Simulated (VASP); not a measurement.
Wanted: the native input for a VASP 6.6.1 run.

- Task: single point
- Functional: PBE
- Potentials or basis: VASP PAW PBE potentials, release 64 (Sr_sv, O)
- Cutoff: 600 eV
- k mesh: 6 × 6 × 4
- Occupations: gaussian, width 0.1 eV
- Spin: no spin polarisation
- Dipole correction: no
- Further INCAR settings: ALGO = Normal; EDIFF = 1e-06; NBANDS = 15

The structure of SrO lies in POSCAR:

```
SrO
1.0
    3.3498115500      0.0000000000      0.0000000000
   -1.6749057700      2.9010219000      0.0000000000
    0.0000000000      0.0000000000      4.0448084600
Sr O
1 1
Direct
    0.0000000000      0.0000000000      0.6997549700
    0.3333333300      0.6666666700      0.4440246200
```

The cell was built from a structure type or drawn by symmetry, and may not be a known phase.

The input as run:

INCAR

```
SYSTEM = SrO
PREC     = Accurate       ! precision mode
ENCUT    = 600            ! plane-wave cutoff, eV
EDIFF    = 1E-6           ! SCF threshold, eV
ISMEAR   = 0              ! smearing method
SIGMA    = 0.1            ! smearing width, eV
LREAL    = .FALSE.        ! projectors in reciprocal space
LASPH    = .TRUE.         ! aspherical terms in the spheres
NELM     = 120            ! most SCF steps
ALGO     = Normal         ! electronic algorithm
ISIF     = 2              ! what is computed and relaxed
LWAVE    = .FALSE.        ! write WAVECAR
LCHARG   = .TRUE.         ! write CHGCAR
GGA      = PE             ! functional
LELF     = .TRUE.         ! ELF
LVHAR    = .TRUE.       
NBANDS   = 15             ! bands
GGA_COMPAT= .FALSE.
```

KPOINTS

```
regular mesh
0
G
  6 6 4
  0 0 0
```

Potentials or basis: VASP PAW PBE potentials, release 64 (Sr_sv, O).

Run with:

```console
$ cat potpaw_PBE.64/Sr_sv/POTCAR potpaw_PBE.64/O/POTCAR > POTCAR
$ mpirun -np 1 vasp_std > vasp.out
```

It gave:

```
Pressure               : 15.4 GPa
Largest force          : 1.564 eV/Å
Band gap on the k mesh : 2.62 eV (least direct gap 3.42 eV)
```

Caveat: the cell stands under pressure; forces of over 1 eV/Å act on the atoms, so gaps and moduli don't describe the material at rest.

Run time: 13 s on 1 thread of Intel(R) Xeon(R) Platinum 8375C CPU @ 2.90GHz (Ice Lake), on a shared host, peak memory 0.17 GiB.
